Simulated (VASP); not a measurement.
# Mg2C3 (Cm) in VASP: further runs

Runs on Mg2C3. Level: r2SCAN. Tasks: single point.

All numbers are computed with VASP 6.6.1; they aren't measurements. Logs are shortened: lines on timing, memory, paths and dates and some standing lists are left out, and cuts for length are marked.

## (1) The cell of the first run

Symmetry: Cm, No. 8, monoclinic system. The conventional cell has a = 4.774 Å, b = 4.679 Å, c = 5.011 Å, α = 90.00°, β = 104.31°, γ = 90.00°. Within 3.0 Å of Mg (site symmetry m) lie 9 C at 2.23 to 2.89 Å. Mg (site symmetry m) has 9 C at 2.26 to 2.87 Å within 3.0 Å. C (site symmetry m) has 1 C at 1.29 Å within 1.7 Å. C (site symmetry m) has 1 C at 1.32 Å within 1.8 Å. Within 1.7 Å of C (site symmetry m) lie 2 C at 1.29 to 1.32 Å.

## (2) Single point, r2SCAN (atom 3 (C) moved +0.033 Å towards its neighbour atom 5 (C) at 1.323 Å)

Contents of POSCAR:

```
Mg2C3
1.0
    2.3870223790     -2.3394118729     -0.0063441741
    2.3870223790      2.3394118729     -0.0063441741
   -1.2253611782      0.0000000000      4.8584158892
Mg C
2 3
Direct
    0.8082382625      0.8082382625      0.1984312469
    0.1917617375      0.1917617375      0.8015687531
    0.3090982514      0.3090982514      0.2674686242
    0.6958309255      0.6958309255      0.7385354501
    0.5000000000      0.5000000000      0.5000000000
```

Contents of INCAR.step1:

```
PREC     = Accurate       # precision mode
ENCUT    = 520            # plane-wave cutoff, eV
ISMEAR   = 0              # smearing method
SIGMA    = 0.05           # smearing width, eV
LREAL    = False          # projectors in reciprocal space
LASPH    = True           # aspherical terms in the spheres
NELM     = 100            # most SCF steps
NBANDS   = 16             # bands
GGA      = PE             # functional
ALGO     = Normal         # electronic algorithm
EDIFF    = 1E-4           # SCF threshold, eV
LWAVE    = True           # write WAVECAR
LCHARG   = False          # write CHGCAR
```

Contents of INCAR.step2:

```
PREC     = Accurate       # precision mode
ENCUT    = 520            # plane-wave cutoff, eV
EDIFF    = 1E-7           # SCF threshold, eV
ISMEAR   = 0              # smearing method
SIGMA    = 0.05           # smearing width, eV
LREAL    = False          # projectors in reciprocal space
LASPH    = True           # aspherical terms in the spheres
NELM     = 100            # most SCF steps
ALGO     = Normal         # electronic algorithm
ISIF     = 2              # what is computed and relaxed
LWAVE    = False          # write WAVECAR
LCHARG   = False          # write CHGCAR
METAGGA  = R2SCAN         # meta-GGA
LMIXTAU  = True         
NBANDS   = 16             # bands
ISTART   = 1
```

Contents of KPOINTS:

```
Automatic mesh
0
Gamma
  8 8 6
```

Potentials or basis: VASP PAW PBE potentials, release 64 (Mg, C).

Command:

```sh
$ cat potpaw_PBE.64/Mg/POTCAR potpaw_PBE.64/C/POTCAR > POTCAR
$ cp INCAR.step1 INCAR
$ mpirun -np 1 vasp_std > vasp.out
$ cp INCAR.step2 INCAR
$ mpirun -np 1 vasp_std > vasp.out
```

OUTCAR:

```text
PREC = Accurate
   ENCUT = 520
   EDIFF = 1E-7
   ISMEAR = 0
   LREAL = False
   LASPH = True
   NELM = 100
   ISIF = 2
   METAGGA = R2SCAN
   ISTART = 1

 ion  position               nearest neighbor table
   1  0.808  0.808  0.198-   4 2.23   3 2.33   5 2.36   3 2.36   3 2.36   3 2.49   5 2.81   5 2.81
                             2 3.02   2 3.03   2 3.03   2 3.12   2 3.12
   2  0.192  0.192  0.802-   3 2.26   4 2.31   5 2.36   4 2.36   4 2.36   4 2.50   5 2.81   5 2.81
                             1 3.02   1 3.03   1 3.03   1 3.12   1 3.12
   3  0.309  0.309  0.267-   5 1.29   2 2.26   1 2.33   1 2.36   1 2.36   1 2.49
   4  0.696  0.696  0.739-   5 1.32   1 2.23   2 2.31   2 2.36   2 2.36   2 2.50
   5  0.500  0.500  0.500-   3 1.29   4 1.32   1 2.36   2 2.36   2 2.81   2 2.81   1 2.81   1 2.81

  LATTYP: Found a base centered monoclinic cell.
 ALAT       =     4.7740616194
 B/A-ratio  =     0.9800509752
 C/A-ratio  =     1.0495382641
 COS(beta)  =    -0.2471319189

  Lattice vectors:

 A1 = (   2.3870223790,  -2.3394118729,  -0.0063441741)
 A2 = (   2.3870223790,   2.3394118729,  -0.0063441741)
 A3 = (  -1.2253611782,   0.0000000000,   4.8584158892)

Analysis of symmetry for initial positions (statically):
=====================================================================
 Subroutine PRICEL returns:
 Original cell was already a primitive cell.

 Routine SETGRP: Setting up the symmetry group for a
 base centered monoclinic supercell.

 Subroutine GETGRP returns: Found  2 space group operations
 (whereof  2 operations were pure point group operations)
 out of a pool of  4 trial point group operations.

The static configuration has the point symmetry C_1h.

Analysis of symmetry for dynamics (positions and initial velocities):
=====================================================================
 Subroutine PRICEL returns:
 Original cell was already a primitive cell.

 Routine SETGRP: Setting up the symmetry group for a
 base centered monoclinic supercell.

 Subroutine GETGRP returns: Found  2 space group operations
 (whereof  2 operations were pure point group operations)
 out of a pool of  4 trial point group operations.

The dynamic configuration has the point symmetry C_1h.

 Subroutine INISYM returns: Found  2 space group operations
 (whereof  2 operations are pure point group operations),
 and found     1 'primitive' translations

----------------------------------------------------------------------------------------

                                     Primitive cell

  volume of cell :      54.2246

  direct lattice vectors                    reciprocal lattice vectors
     2.387022379 -2.339411873 -0.006344174     0.209606493 -0.213728932  0.052865721
     2.387022379  2.339411873 -0.006344174     0.209606493  0.213728932  0.052865721
    -1.225361178  0.000000000  4.858415889     0.000547413  0.000000000  0.205966472

  length of vectors
     3.342269289  3.342269289  5.010560345     0.303989675  0.303989675  0.205967199

  position of ions in fractional coordinates (direct lattice)
     0.808238262  0.808238262  0.198431247
     0.191761738  0.191761738  0.801568753
     0.309098251  0.309098251  0.267468624
     0.695830925  0.695830925  0.738535450
     0.500000000  0.500000000  0.500000000

  ion indices of the primitive-cell ions
   primitive index   ion index
                 1           1
                 2           2
                 3           3
                 4           4
                 5           5

----------------------------------------------------------------------------------------

 KPOINTS: Automatic mesh

Automatic generation of k-mesh.
 Grid dimensions read from file:
 generate k-points for:    8    8    6

 Generating k-lattice:

  Cartesian coordinates                     Fractional coordinates (reciprocal lattice)
     0.026200812 -0.026716116  0.006608215     0.125000000  0.000000000  0.000000000
     0.026200812  0.026716116  0.006608215     0.000000000  0.125000000  0.000000000
     0.000091236  0.000000000  0.034327745    -0.000000000 -0.000000000  0.166666667

  Length of vectors
     0.037998709  0.037998709  0.034327867

  Shift w.r.t. Gamma in fractional coordinates (k-lattice)
     0.000000000  0.000000000  0.000000000

 Subroutine IBZKPT returns following result:
 ===========================================

 Found    114 irreducible k-points:

 Following reciprocal coordinates:
            Coordinates               Weight
  0.000000  0.000000  0.000000      1.000000
  0.125000  0.000000 -0.000000      4.000000
  0.250000  0.000000 -0.000000      4.000000
  0.375000 -0.000000 -0.000000      4.000000
  0.500000  0.000000 -0.000000      2.000000
  0.125000  0.125000  0.000000      2.000000
[... 16 lines left out ...]
  0.125000  0.000000  0.166667      4.000000
  0.250000  0.000000  0.166667      4.000000
 [... further k-points ...]
   k-points           NKPTS =    114   k-points in BZ     NKDIM =    114   number of bands    NBANDS=     16
   number of dos      NEDOS =    301   number of ions     NIONS =      5
   total plane-waves  NPLWV =  31360
   dimension x,y,z NGX =    28 NGY =   28 NGZ =   40
   dimension x,y,z NGXF=    56 NGYF=   56 NGZF=   80
   ions per type =               2   3
   NGX,Y,Z   is equivalent  to a cutoff of  13.93, 13.93, 13.27 a.u.
   NGXF,Y,Z  is equivalent  to a cutoff of  27.85, 27.85, 26.54 a.u.
 SYSTEM =  unknown system
   PREC   = accura    normal or accurate (medium, high low for compatibility)
   ISTART =      1    job   : 0-new  1-cont  2-samecut
   ICHARG =      0    charge: 1-file 2-atom 10-const
   ISPIN  =      1    spin polarized calculation?
   LNONCOLLINEAR =      F non collinear calculations
   LSORBIT =      F    spin-orbit coupling
   LASPH  =      T    aspherical Exc in radial PAW
   ENCUT  =  520.0 eV  38.22 Ry    6.18 a.u.   6.21  6.21  9.32*2*pi/ulx,y,z
   NELM   =    100;   NELMIN=  2; NELMDL=  0     # of ELM steps
   EDIFF  = 0.1E-06   stopping-criterion for ELM
   LREAL  =      F    real-space projection
   EDIFFG = 0.1E-05   stopping-criterion for IOM
   NSW    =      0    number of steps for IOM
   IBRION =     -1    ionic relax: 0-MD 1-quasi-New 2-CG
   NFREE  =      0    steps in history (QN), initial steepest desc. (CG)
   ISIF   =      2    stress and relaxation
   ISYM   =      2    0-nonsym 1-usesym 2-fastsym
   POTIM  = 0.5000    time-step for ionic-motion
   TEBEG  =    0.0;   TEEND  =   0.0 temperature during run
   PSTRESS=    0.0 pullay stress
   NELECT =      16.0000    total number of electrons
   NUPDOWN=      -1.0000    fix difference up-down
   EMIN   =  10.00;   EMAX   =-10.00  energy-range for DOS
   EFERMI =   0.00;   METHOD = LEGACY
   ISMEAR =     0;   SIGMA  =   0.05  broadening in eV -4-tet -1-fermi 0-gaus
   EFERMI_NEDOS =   21; number of points for ismear=-14 and -15
   IALGO  =     38    algorithm
   IMIX   =      4    mixing-type and parameters
     AMIX     =   0.40;   BMIX     =  1.00
     AMIX_MAG =   1.60;   BMIX_MAG =  1.00
  volume/ion in A,a.u.               =      10.84        73.19
  Fermi-wavevector in a.u.,A,eV,Ry     =   1.089890  2.059593 16.161815  1.187860
  Thomas-Fermi vector in A             =   2.226103
   LORBIT       =      0    0 simple, 1 ext, 2 COOP (PROOUT), +10 PAW based schemes
   METAGGA = R2SCAN    functional components
   LHFCALC =     F    Hartree Fock is set to
   AEXX    =    0.0000 exact exchange contribution
   IVDW    =     0    specifies the selected vdW correction
   LEPSILON=     F    determine dielectric tensor
   LRPA    =     F    only Hartree local field effects (RPA)
 non-spin polarized calculation
 Gauss-broadening in eV      SIGMA  =   0.05
  energy-cutoff  :      520.00
  volume of cell :       54.22
 maximum number of plane-waves:      1477
 NGX is ok and might be reduce to    28
   NGX = 13   NGY = 13   NGZ = 19

 number of electron      15.9999999 magnetization

 Free energy of the ion-electron system (eV)
  ---------------------------------------------------
  ext. energy  EPLUGINS =         0.00000000
  ---------------------------------------------------
  free energy    TOTEN  =       -37.57732370 eV

  energy without entropy =      -37.57732370  energy(sigma->0) =      -37.57732370

 E-fermi :   4.9744     XC(G=0): -10.9454

 val. band max:        4.6930327843   @ k =   0.0000   0.0000   0.5000
 cond. band min:       6.6277239549   @ k =   0.5000   0.5000   0.0000
 fundamental gap:      1.9346911706
 Fermi energy:         4.9744209352

 k-point     1 :       0.0000    0.0000    0.0000
  band No.  band energies     occupation
      1     -12.5582      2.00000
      2      -8.3702      2.00000
      3      -3.2225      2.00000
      4       0.1924      2.00000
      5       0.9352      2.00000
      6       1.3272      2.00000
[... 8 lines left out ...]
     15      14.6398      0.00000
     16      15.9806      0.00000

 k-point     2 :       0.1250    0.0000   -0.0000
  band No.  band energies     occupation
      1     -12.4760      2.00000
      2      -8.3552      2.00000
      3      -3.0896      2.00000
      4      -0.1493      2.00000
      5       0.6772      2.00000
      6       1.2190      2.00000
[... 8 lines left out ...]
     15      14.3058      0.00000
     16      16.0302      0.00000

 k-point     3 :       0.2500    0.0000   -0.0000
  band No.  band energies     occupation
      1     -12.2631      2.00000
      2      -8.3305      2.00000
      3      -2.7664      2.00000
      4      -1.0245      2.00000
      5       0.4618      2.00000
      6       1.0871      2.00000
[... 8 lines left out ...]
     15      14.1446      0.00000
     16      16.0051      0.00000

 k-point     4 :       0.3750   -0.0000   -0.0000
  band No.  band energies     occupation
      1     -12.0243      2.00000
      2      -8.3299      2.00000
      3      -2.6382      2.00000
      4      -1.3101      2.00000
      5       0.0515      2.00000
      6       1.0703      2.00000
[... 8 lines left out ...]
     15      14.3018      0.00000
     16      15.5790      0.00000

 k-point     5 :       0.5000    0.0000   -0.0000
  band No.  band energies     occupation
      1     -11.9158      2.00000
      2      -8.3400      2.00000
      3      -2.7437      2.00000
      4      -0.9586      2.00000
      5      -0.4023      2.00000
      6       1.0973      2.00000
[... 8 lines left out ...]
     15      14.5502      0.00000
     16      15.1600      0.00000

 k-point     6 :       0.1250    0.1250    0.0000
  band No.  band energies     occupation
      1     -12.3938      2.00000
      2      -8.3607      2.00000
      3      -2.8584      2.00000
      4      -0.3304      2.00000
      5       0.2919      2.00000
      6       0.9171      2.00000
[... 8 lines left out ...]
     15      13.6636      0.00000
     16      16.0358      0.00000
[... 267 lines left out ...]
 k-point    21 :       0.5000    0.5000    0.0000
  band No.  band energies     occupation
      1     -11.4226      2.00000
      2      -8.1367      2.00000
      3      -2.0182      2.00000
      4      -1.5936      2.00000
      5      -1.0540      2.00000
      6       0.6054      2.00000
[... 8 lines left out ...]
     15      16.7074      0.00000
     16      17.8216      0.00000

 k-point    22 :       0.0000    0.0000    0.1667
  band No.  band energies     occupation
      1     -12.5236      2.00000
      2      -8.5006      2.00000
      3      -2.9797      2.00000
      4       0.1356      2.00000
      5       0.8866      2.00000
      6       1.1243      2.00000
[... 8 lines left out ...]
     15      14.1850      0.00000
     16      16.3155      0.00000

 k-point    23 :       0.1250    0.0000    0.1667
  band No.  band energies     occupation
      1     -12.4310      2.00000
      2      -8.5283      2.00000
      3      -2.6361      2.00000
      4      -0.3831      2.00000
      5       0.5536      2.00000
      6       0.9042      2.00000
[... 8 lines left out ...]
     15      14.2497      0.00000
     16      16.5488      0.00000

 k-point    24 :       0.2500    0.0000    0.1667
  band No.  band energies     occupation
      1     -12.2180      2.00000
      2      -8.4894      2.00000
      3      -2.1180      2.00000
      4      -1.4057      2.00000
      5       0.0548      2.00000
      6       0.8706      2.00000
[... 8 lines left out ...]
     15      14.8578      0.00000
     16      15.8871      0.00000

 [... further k-points ...]
[... 5 lines left out ...]
  --------------------------------------------------------------------------------------
  -------------------------------------------------------------------------------------
  Total        0.3104378     -0.3381796      1.8090848      0.0000000      0.0000000      1.2901977
  in kB        9.1725181     -9.9922045     53.4530945      0.0000000      0.0000000     38.1215180
  external PRESSURE =      17.5444694 kB  Pullay stress =       0.0000000 kB

 VOLUME and BASIS-vectors are now :
 -----------------------------------------------------------------------------
  energy-cutoff  :      520.00
  volume of cell :       54.22
      direct lattice vectors                 reciprocal lattice vectors
     2.387022379 -2.339411873 -0.006344174     0.209606493 -0.213728932  0.052865721
     2.387022379  2.339411873 -0.006344174     0.209606493  0.213728932  0.052865721
    -1.225361178  0.000000000  4.858415889     0.000547413  0.000000000  0.205966472

 POSITION                                       TOTAL-FORCE (eV/Angst)
 -----------------------------------------------------------------------------------
      3.61542      0.00000      0.95381         0.029854      0.000000     -0.006460
     -0.06673      0.00000      3.89192         0.005993      0.000000      0.059561
      1.14790      0.00000      1.29555        -1.040609      0.000000     -1.883815
      2.41696      0.00000      3.57928         0.205796      0.000000      0.398477
      1.77434      0.00000      2.42286         0.798965      0.000000      1.432238
 -----------------------------------------------------------------------------------
    total drift:                               -0.000408      0.000000      0.000504

  FREE ENERGIE OF THE ION-ELECTRON SYSTEM (eV)
  ---------------------------------------------------
  free  energy   TOTEN  =       -37.5773237011 eV

  energy  without entropy=      -37.5773237011  energy(sigma->0) =      -37.57732370
```

Run time: 3.9 min. Hardware: 1 thread of Intel Xeon 6975P-C (Granite Rapids), shared host; peak memory 0.24 GiB.

What came out:

```yaml
Free_energy: -37.5773 eV
Pressure: 1.8 GPa
Largest_force: 2.152 eV/Å
Band_gap_on_the_k_mesh: 1.93 eV, indirect (least direct gap 2.69 eV)
```

Forces on the atoms (eV/Å):
```
Mg   0.030  0.000 -0.006
Mg   0.006  0.000  0.060
C   -1.041  0.000 -1.884
C    0.206  0.000  0.398
C    0.799  0.000  1.432
```

Levels at points of the mesh, in eV from the valence-band top:
```
           k point  band 6  band 7  band 8  band 9  band 10  band 11
(0.00, 0.00, 0.00)   -3.37   -1.52   -0.74    3.82     4.09     4.70
(0.50, 0.00, 0.00)   -3.60   -3.29   -0.19    3.45     4.95     6.83
(0.50, 0.50, 0.00)   -4.09   -2.64   -1.36    1.93     2.46     3.60
(0.00, 0.00, 0.50)   -3.94   -0.93    0.00    3.53     3.92     4.44
(0.50, 0.00, 0.50)   -3.56   -1.52   -0.26    2.42     4.39     6.34
(0.50, 0.50, 0.50)   -4.25   -3.12   -2.09    2.24     3.78     5.96
```

Caveat: the cell differs from its parent crystal (atom 3 (C) moved +0.033 Å towards its neighbour atom 5 (C) at 1.323 Å); the PAW data sets were made with another functional, which shifts forces and pressure a little. A k mesh can miss the band edges.

## (3) Single point, r2SCAN (atom 3 (C) moved +0.200 Å towards its neighbour atom 5 (C) at 1.323 Å)

Changes to POSCAR since step 2:

```diff
@@ -10,3 +10,3 @@
     0.1917617375      0.1917617375      0.8015687531
-    0.3090982514      0.3090982514      0.2674686242
+    0.3337737407      0.3337737407      0.2975250565
     0.6958309255      0.6958309255      0.7385354501
```

Contents of INCAR.step1:

```
PREC = Accurate ; ENCUT = 520
ISMEAR = 0 ; SIGMA = 0.05
LREAL = False ; LASPH = True
NELM = 100 ; NBANDS = 16
GGA = PE ; ALGO = Normal
EDIFF = 1E-4 ; LWAVE = True
LCHARG = False
```

Contents of INCAR.step2:

```
PREC = Accurate ; ENCUT = 520
EDIFF = 1E-6 ; ISMEAR = 0
SIGMA = 0.05 ; LREAL = False
LASPH = True ; NELM = 100
ALGO = Normal ; ISIF = 2
LWAVE = False ; LCHARG = False
METAGGA = R2SCAN ; LMIXTAU = True
NBANDS = 16 ; ISTART = 1
```

Contents of KPOINTS:

```
regular mesh
0
Gamma
  8 8 6
```

Potentials or basis: VASP PAW PBE potentials, release 64 (Mg, C).

Command:

```sh
$ cat potpaw_PBE.64/Mg/POTCAR potpaw_PBE.64/C/POTCAR > POTCAR
$ cp INCAR.step1 INCAR
$ mpirun -np 1 vasp_std > vasp.out
$ cp INCAR.step2 INCAR
$ mpirun -np 1 vasp_std > vasp.out
```

Run time: 3.4 min. Hardware: 1 thread of Intel Xeon 6975P-C (Granite Rapids), shared host; peak memory 0.24 GiB.

Results (log left out):

```
Free energy            : -35.9239 eV
Pressure               : 20.3 GPa
Largest force          : 20.417 eV/Å
Band gap on the k mesh : 2.08 eV, indirect (least direct gap 2.78 eV)
```

Forces in eV/Å, atoms in the order of the input:
```
Mg    0.114   0.000  -0.051
Mg    0.027   0.000   0.162
C    -9.958   0.000 -17.824
C     1.076   0.000   2.036
C     8.740   0.000  15.676
```

Stress tensor (GPa, compression positive):
```
13.88  0.00 30.33
 0.00 -2.75  0.00
30.33  0.00 49.64
```

Levels at points of the mesh, in eV from the valence-band top:
| k point | band 5 | band 6 | band 7 | band 8 | band 9 | band 10 | band 11 | band 12 |
| --- | --- | --- | --- | --- | --- | --- | --- | --- |
| (0.00, 0.00, 0.00) | -4.63 | -3.75 | -1.46 | -0.60 | 3.87 | 4.84 | 5.37 | 7.36 |
| (0.50, 0.00, 0.00) | -5.29 | -4.30 | -3.14 | -0.15 | 3.69 | 5.20 | 6.63 | 7.13 |
| (0.50, 0.50, 0.00) | -5.41 | -4.21 | -2.62 | -1.41 | 2.14 | 2.29 | 4.09 | 6.09 |
| (0.00, 0.00, 0.50) | -4.75 | -4.74 | -0.88 | 0.00 | 3.73 | 4.63 | 4.66 | 6.10 |
| (0.50, 0.00, 0.50) | -4.99 | -4.16 | -1.62 | -0.19 | 2.59 | 5.02 | 6.22 | 6.88 |
| (0.50, 0.50, 0.50) | -5.31 | -4.25 | -2.98 | -2.05 | 2.21 | 3.60 | 6.54 | 6.87 |

Caveat: the cell differs from its parent crystal (atom 3 (C) moved +0.200 Å towards its neighbour atom 5 (C) at 1.323 Å); the PAW data sets were made with another functional, which shifts forces and pressure a little. A k mesh can miss the band edges.
